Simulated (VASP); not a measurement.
# Ti4GaSi2As3 (P-4m2) in VASP: single point with PBE

Aim: the single point of Ti4GaSi2As3 with PBE.

Program: VASP 6.6.1. These are calculated values, not measurements. Logs are shortened: lines on timing, memory, paths and dates and some standing lists are left out, and cuts for length are marked.

## Step 1: The cell of the first run

Symmetry: P-4m2, No. 115, tetragonal system. The conventional cell has a = 3.564 Å, b = 3.564 Å, c = 13.451 Å, α = 90.00°, β = 90.00°, γ = 90.00°. Ti (site symmetry 2mm) has 1 Ti at 2.67 Å and 2 Ga at 2.73 Å and 2 As at 2.73 Å and 4 Si at 2.83 Å within 3.5 Å. Ti (site symmetry 2mm) has 4 As at 2.67 Å and 1 Ti at 2.67 Å and 4 Si at 2.87 Å within 3.5 Å. Ga (site symmetry -4m2) has 4 As at 2.52 Å and 4 Ti at 2.73 Å within 3.3 Å. Within 3.7 Å of Si (site symmetry 2mm) lie 8 Ti at 2.83 to 2.87 Å and 4 Si at 3.56 Å. Within 3.3 Å of As (site symmetry -4m2) lie 4 As at 2.52 Å and 4 Ti at 2.67 Å. As (site symmetry -4m2) has 4 Ga at 2.52 Å and 4 Ti at 2.73 Å within 3.3 Å. Within 3.3 Å of As (site symmetry -4m2) lie 4 As at 2.52 Å and 4 Ti at 2.67 Å.

## Step 2: Single point, PBE, collinear spin, ferromagnetic start

File INCAR:

```
SYSTEM = Ti4GaSi2As3
ALGO     = Normal         ! electronic algorithm
EDIFF    = 1E-7           ! SCF threshold, eV
ENCUT    = 520            ! plane-wave cutoff, eV
GGA      = PE             ! functional
ISIF     = 2              ! what is computed and relaxed
ISMEAR   = 0              ! smearing method
ISPIN    = 2              ! spin polarisation
LASPH    = .TRUE.         ! aspherical terms in the spheres
LCHARG   = .FALSE.        ! write CHGCAR
LMAXMIX  = 4              ! l up to which the mixer works
LORBIT   = 11             ! projections on sites
LREAL    = .FALSE.        ! projectors in reciprocal space
LWAVE    = .FALSE.        ! write WAVECAR
MAGMOM   = 1 1 1 1 0 0 0 0 0 0 ! initial moments
NBANDS   = 57             ! bands
NELM     = 150            ! most SCF steps
PREC     = Accurate       ! precision mode
SIGMA    = 0.1            ! smearing width, eV
```

File KPOINTS:

```
k-points
0
G
  6 6 2
  0 0 0
```

File POSCAR:

```
Ti4GaSi2As3
1.0
    3.5635477929      0.0000000000      0.0000000000
    0.0000000000      3.5635477929      0.0000000000
    0.0000000000      0.0000000000     13.4511073647
Ti Ga Si As
4 1 2 3
Direct
    0.0000000000      0.5000000000      0.8462295213
    0.5000000000      0.0000000000      0.3524210818
    0.5000000000      0.0000000000      0.1537704787
    0.0000000000      0.5000000000      0.6475789182
    0.5000000000      0.5000000000      0.0000000000
    0.5000000000      0.0000000000      0.7502578823
    0.0000000000      0.5000000000      0.2497421177
    0.0000000000      0.0000000000      0.5000000000
    0.0000000000      0.0000000000      0.0000000000
    0.5000000000      0.5000000000      0.5000000000
```

Potentials or basis: VASP PAW PBE potentials, release 64 (Ti_sv, Ga_d, Si, As).

On the command line:

```
$ cat potpaw_PBE.64/Ti_sv/POTCAR potpaw_PBE.64/Ga_d/POTCAR potpaw_PBE.64/Si/POTCAR potpaw_PBE.64/As/POTCAR > POTCAR
$ mpirun -np 1 vasp_std > vasp.out
```

OUTCAR:

```text
SYSTEM = Ti4GaSi2As3
   EDIFF = 1E-7
   ENCUT = 520
   GGA = PE
   ISIF = 2
   ISMEAR = 0
   ISPIN = 2
   LASPH = .TRUE.
   LORBIT = 11
   LREAL = .FALSE.
   NELM = 150
   PREC = Accurate

 ion  position               nearest neighbor table
   1  0.000  0.500  0.846-   4 2.67   5 2.73   9 2.73   9 2.73   5 2.73   6 2.83   6 2.83   6 2.83
                             6 2.83
   2  0.500  0.000  0.352-   8 2.67  10 2.67  10 2.67   8 2.67   3 2.67   7 2.87   7 2.87   7 2.87
                             7 2.87
   3  0.500  0.000  0.154-   2 2.67   5 2.73   9 2.73   5 2.73   9 2.73   7 2.83   7 2.83   7 2.83
                             7 2.83
   4  0.000  0.500  0.648-   8 2.67  10 2.67   8 2.67  10 2.67   1 2.67   6 2.87   6 2.87   6 2.87
                             6 2.87
   5  0.500  0.500  0.000-   9 2.52   9 2.52   9 2.52   9 2.52   3 2.73   1 2.73   1 2.73   3 2.73
[... 7 lines left out ...]
   9  0.000  0.000  0.000-   5 2.52   5 2.52   5 2.52   5 2.52   3 2.73   3 2.73   1 2.73   1 2.73

  10  0.500  0.500  0.500-   8 2.52   8 2.52   8 2.52   8 2.52   4 2.67   4 2.67   2 2.67   2 2.67

  LATTYP: Found a simple tetragonal cell.
 ALAT       =     3.5635477929
 C/A-ratio  =     3.7746392490

  Lattice vectors:

 A1 = (   3.5635477929,   0.0000000000,   0.0000000000)
 A2 = (   0.0000000000,   3.5635477929,   0.0000000000)
 A3 = (   0.0000000000,   0.0000000000,  13.4511073647)

Analysis of symmetry for initial positions (statically):
=====================================================================
 Subroutine PRICEL returns:
 Original cell was already a primitive cell.

 Routine SETGRP: Setting up the symmetry group for a
 simple tetragonal supercell.

 Subroutine GETGRP returns: Found  8 space group operations
 (whereof  8 operations were pure point group operations)
 out of a pool of 16 trial point group operations.

The static configuration has the point symmetry D_2d.

Analysis of symmetry for dynamics (positions and initial velocities):
=====================================================================
 Subroutine PRICEL returns:
 Original cell was already a primitive cell.

 Routine SETGRP: Setting up the symmetry group for a
 simple tetragonal supercell.

 Subroutine GETGRP returns: Found  8 space group operations
 (whereof  8 operations were pure point group operations)
 out of a pool of 16 trial point group operations.

The dynamic configuration has the point symmetry D_2d.

Analysis of structural, dynamic, and magnetic symmetry:
=====================================================================
 Subroutine PRICEL returns:
 Original cell was already a primitive cell.

 Routine SETGRP: Setting up the symmetry group for a
 simple tetragonal supercell.

 Subroutine GETGRP returns: Found  8 space group operations
 (whereof  8 operations were pure point group operations)
 out of a pool of 16 trial point group operations.

The overall configuration has the point symmetry D_2d.

 Subroutine INISYM returns: Found  8 space group operations
 (whereof  8 operations are pure point group operations),
 and found     1 'primitive' translations

----------------------------------------------------------------------------------------

                                     Primitive cell

  volume of cell :     170.8139

  direct lattice vectors                    reciprocal lattice vectors
     3.563547793  0.000000000  0.000000000     0.280619219  0.000000000  0.000000000
     0.000000000  3.563547793  0.000000000     0.000000000  0.280619219  0.000000000
     0.000000000  0.000000000 13.451107365     0.000000000  0.000000000  0.074343322

  length of vectors
     3.563547793  3.563547793 13.451107365     0.280619219  0.280619219  0.074343322

  position of ions in fractional coordinates (direct lattice)
     0.000000000  0.500000000  0.846229521
     0.500000000  0.000000000  0.352421082
     0.500000000  0.000000000  0.153770479
     0.000000000  0.500000000  0.647578918
     0.500000000  0.500000000  0.000000000
     0.500000000  0.000000000  0.750257882
     0.000000000  0.500000000  0.249742118
     0.000000000  0.000000000  0.500000000
     0.000000000  0.000000000  0.000000000
     0.500000000  0.500000000  0.500000000
[... 72 lines left out ...]
   ISTART =      0    job   : 0-new  1-cont  2-samecut
   ICHARG =      2    charge: 1-file 2-atom 10-const
   ISPIN  =      2    spin polarized calculation?
   LNONCOLLINEAR =      F non collinear calculations
   LSORBIT =      F    spin-orbit coupling
   LASPH  =      T    aspherical Exc in radial PAW
   ENCUT  =  520.0 eV  38.22 Ry    6.18 a.u.   6.63  6.63 25.01*2*pi/ulx,y,z
   NELM   =    150;   NELMIN=  2; NELMDL= -5     # of ELM steps
   EDIFF  = 0.1E-06   stopping-criterion for ELM
   LREAL  =      F    real-space projection
   EDIFFG = 0.1E-05   stopping-criterion for IOM
   NSW    =      0    number of steps for IOM
   IBRION =     -1    ionic relax: 0-MD 1-quasi-New 2-CG
   NFREE  =      0    steps in history (QN), initial steepest desc. (CG)
   ISIF   =      2    stress and relaxation
   ISYM   =      2    0-nonsym 1-usesym 2-fastsym
   POTIM  = 0.5000    time-step for ionic-motion
   TEBEG  =    0.0;   TEEND  =   0.0 temperature during run
   PSTRESS=    0.0 pullay stress
   NELECT =      84.0000    total number of electrons
   NUPDOWN=      -1.0000    fix difference up-down
   EMIN   =  10.00;   EMAX   =-10.00  energy-range for DOS
   EFERMI =   0.00;   METHOD = LEGACY
   ISMEAR =     0;   SIGMA  =   0.10  broadening in eV -4-tet -1-fermi 0-gaus
   EFERMI_NEDOS =   21; number of points for ismear=-14 and -15
   IALGO  =     38    algorithm
   IMIX   =      4    mixing-type and parameters
     AMIX     =   0.40;   BMIX     =  1.00
     AMIX_MAG =   1.60;   BMIX_MAG =  1.00
  volume/ion in A,a.u.               =      17.08       115.27
  Fermi-wavevector in a.u.,A,eV,Ry     =   1.292191  2.441888 22.718446  1.669759
  Thomas-Fermi vector in A             =   2.423915
   LORBIT       =     11    0 simple, 1 ext, 2 COOP (PROOUT), +10 PAW based schemes
   GGA     = PE    functional components
   LHFCALC =     F    Hartree Fock is set to
   AEXX    =    0.0000 exact exchange contribution
   IVDW    =     0    specifies the selected vdW correction
   LEPSILON=     F    determine dielectric tensor
   LRPA    =     F    only Hartree local field effects (RPA)
 spin polarized calculation
 Gauss-broadening in eV      SIGMA  =   0.10
  energy-cutoff  :      520.00
  volume of cell :      170.81
 maximum number of plane-waves:      4630
 NGX is ok and might be reduce to    28
   NGX = 13   NGY = 13   NGZ = 51

 number of electron      84.0000045 magnetization       1.0200996

 Free energy of the ion-electron system (eV)
  ---------------------------------------------------
  ext. energy  EPLUGINS =         0.00000000
  ---------------------------------------------------
  free energy    TOTEN  =       -61.90672682 eV

  energy without entropy =      -61.88240321  energy(sigma->0) =      -61.89456501

 E-fermi :   7.7705     XC(G=0): -11.1635

 val. band max:        7.7575644681   @ k =   0.3333   0.0000   0.0000
 cond. band min:       7.8014920205   @ k =   0.5000   0.0000   0.0000
 fundamental gap:      0.0439275524
 Fermi energy:         7.7705311107

 spin component 1

 k-point     1 :       0.0000    0.0000    0.0000
  band No.  band energies     occupation
      1     -49.3648      1.00000
      2     -49.3646      1.00000
      3     -49.1669      1.00000
      4     -49.1668      1.00000
      5     -25.7425      1.00000
      6     -25.7341      1.00000
[... 1129 lines left out ...]
     53      10.2085      0.00000
     54      10.3668      0.00000
 Fermi energy:         7.7705311107

 spin component 2

 k-point     1 :       0.0000    0.0000    0.0000
  band No.  band energies     occupation
      1     -49.1638      1.00000
      2     -49.1635      1.00000
      3     -48.9824      1.00000
      4     -48.9823      1.00000
      5     -25.4875      1.00000
      6     -25.4875      1.00000
[... 1129 lines left out ...]
     53      10.2908      0.00000
     54      10.6807      0.00000
 [bands above 54 left out]

------------------------ aborting loop because EDIFF is reached ----------------------------------------

  FORCE on cell =-STRESS in cart. coord.  units (eV):
  Direction    XX          YY          ZZ          XY          YZ          ZX
  --------------------------------------------------------------------------------------
  -------------------------------------------------------------------------------------
  Total        0.5240353      0.5240353      0.5180611      0.0000000      0.0000000      0.0000000
  in kB        4.9152760      4.9152760      4.8592399      0.0000000      0.0000000      0.0000000
  external PRESSURE =       4.8965973 kB  Pullay stress =       0.0000000 kB

 VOLUME and BASIS-vectors are now :
 -----------------------------------------------------------------------------
  energy-cutoff  :      520.00
  volume of cell :      170.81
      direct lattice vectors                 reciprocal lattice vectors
     3.563547793  0.000000000  0.000000000     0.280619219  0.000000000  0.000000000
     0.000000000  3.563547793  0.000000000     0.000000000  0.280619219  0.000000000
     0.000000000  0.000000000 13.451107365     0.000000000  0.000000000  0.074343322

 POSITION                                       TOTAL-FORCE (eV/Angst)
 -----------------------------------------------------------------------------------
      0.00000      1.78177     11.38272        -0.000000      0.000000     -0.108272
      1.78177      0.00000      4.74045        -0.000000      0.000000     -0.133752
      1.78177      0.00000      2.06838        -0.000000      0.000000      0.108272
      0.00000      1.78177      8.71065        -0.000000      0.000000      0.133752
      1.78177      1.78177      0.00000         0.000000     -0.000000      0.000000
      1.78177      0.00000     10.09180        -0.000000      0.000000      0.029056
      0.00000      1.78177      3.35931        -0.000000      0.000000     -0.029056
      0.00000      0.00000      6.72555        -0.000000      0.000000      0.000000
      0.00000      0.00000      0.00000        -0.000000      0.000000      0.000000
      1.78177      1.78177      6.72555        -0.000000      0.000000      0.000000
 -----------------------------------------------------------------------------------
    total drift:                                0.000000      0.000000      0.000000

  FREE ENERGIE OF THE ION-ELECTRON SYSTEM (eV)
  ---------------------------------------------------
  free  energy   TOTEN  =       -61.9067268222 eV

  energy  without entropy=      -61.8824032077  energy(sigma->0) =      -61.89456501

 total charge

# of ion       s       p       d       tot
------------------------------------------
    1        2.166   6.105   1.921  10.192
    2        2.161   6.102   1.966  10.229
    3        2.166   6.105   1.921  10.192
    4        2.161   6.102   1.966  10.229
    5        0.931   0.884  10.008  11.823
    6        0.769   0.837   0.000   1.606
    7        0.769   0.837   0.000   1.606
    8        1.243   1.543   0.097   2.883
    9        1.212   1.574   0.069   2.856
   10        1.244   1.540   0.097   2.882
--------------------------------------------------
tot         14.824  31.627  18.045  64.496

 magnetization (x)

# of ion       s       p       d       tot
------------------------------------------
    1        0.008   0.011   0.188   0.207
    2        0.009   0.010   0.207   0.225
    3        0.008   0.011   0.188   0.207
    4        0.009   0.010   0.207   0.225
    5       -0.004   0.002  -0.000  -0.002
    6       -0.003  -0.012   0.000  -0.015
    7       -0.003  -0.012   0.000  -0.015
    8       -0.003  -0.008  -0.000  -0.011
    9       -0.001  -0.002  -0.000  -0.003
   10       -0.003  -0.006  -0.001  -0.010
--------------------------------------------------
tot          0.015   0.005   0.788   0.808
```

It took 17 min on 1 thread of AMD EPYC 7R13, shared host; peak memory 0.47 GiB.

What came out:

```yaml
Free_energy: -61.9067 eV
Pressure: 0.5 GPa
Largest_force: 0.134 eV/Å
Net_moment: 1.02 μB per cell
Site_moments: Ti +0.21, +0.23; Ga -0.00; Si -0.01; As -0.01, -0.00 μB
Valence_electrons_inside_the_program's_atomic_spheres: Ti 10.19, 10.23; Ga 11.82; Si 1.61; As 2.88, 2.86
```

Forces in eV/Å, atoms in the order of the input:
```
Ti   0.000  0.000 -0.108
Ti   0.000  0.000 -0.134
Ti   0.000  0.000  0.108
Ti   0.000  0.000  0.134
Ga   0.000  0.000  0.000
Si   0.000  0.000  0.029
Si   0.000  0.000 -0.029
As   0.000  0.000  0.000
As   0.000  0.000  0.000
As   0.000  0.000  0.000
```
